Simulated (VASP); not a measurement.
A run of VASP 6.6.1:

File POSCAR:

```
ZnO
1.0
    3.4940166523      0.0000000000      0.0000000000
   -1.7470083261      3.0259071821      0.0000000000
    0.0000000000      0.0000000000      5.0029593860
Zn O
2 2
Direct
    0.3333333333      0.6666666667      0.0012360734
    0.6666666667      0.3333333333      0.5012360734
    0.3333333333      0.6666666667      0.3808639266
    0.6666666667      0.3333333333      0.8808639266
```

File INCAR.step1:

```
PREC     = Accurate       # precision mode
ENCUT    = 520            # plane-wave cutoff, eV
ISMEAR   = 0              # smearing method
SIGMA    = 0.05           # smearing width, eV
LREAL    = F              # projectors in reciprocal space
LASPH    = T              # aspherical terms in the spheres
NELM     = 100            # most SCF steps
NBANDS   = 26             # bands
GGA      = PE             # functional
ALGO     = Normal         # electronic algorithm
EDIFF    = 1E-4           # SCF threshold, eV
LWAVE    = T              # write WAVECAR
LCHARG   = F              # write CHGCAR
```

Contents of INCAR.step2:

```
PREC     = Accurate       # precision mode
ENCUT    = 520            # plane-wave cutoff, eV
EDIFF    = 1E-7           # SCF threshold, eV
ISMEAR   = 0              # smearing method
SIGMA    = 0.05           # smearing width, eV
LREAL    = F              # projectors in reciprocal space
LASPH    = T              # aspherical terms in the spheres
NELM     = 100            # most SCF steps
ALGO     = Normal         # electronic algorithm
ISIF     = 2              # what is computed and relaxed
LWAVE    = F              # write WAVECAR
LCHARG   = T              # write CHGCAR
METAGGA  = R2SCAN         # meta-GGA
LMIXTAU  = T            
LELF     = T              # ELF
LVHAR    = T            
NBANDS   = 26             # bands
ISTART   = 1
```

Contents of KPOINTS:

```
Automatic mesh
0
Gamma
  12 12 6
```

Potentials or basis: VASP PAW PBE potentials, release 64 (Zn, O).

Run with:

```sh
$ cat potpaw_PBE.64/Zn/POTCAR potpaw_PBE.64/O/POTCAR > POTCAR
$ cp INCAR.step1 INCAR
$ mpirun -np 1 vasp_std > vasp.out
$ cp INCAR.step2 INCAR
$ mpirun -np 1 vasp_std > vasp.out
```

Hardware: 1 thread of AMD EPYC 9R45 96-Core Processor (Zen 5), with other jobs on the host.

Problem. Estimate the wall time of this run.

Solution. It took 4 min on 1 thread of AMD EPYC 9R45 96-Core Processor (Zen 5), with other jobs on the host, peak memory 0.21 GiB. Counts: k points 76.
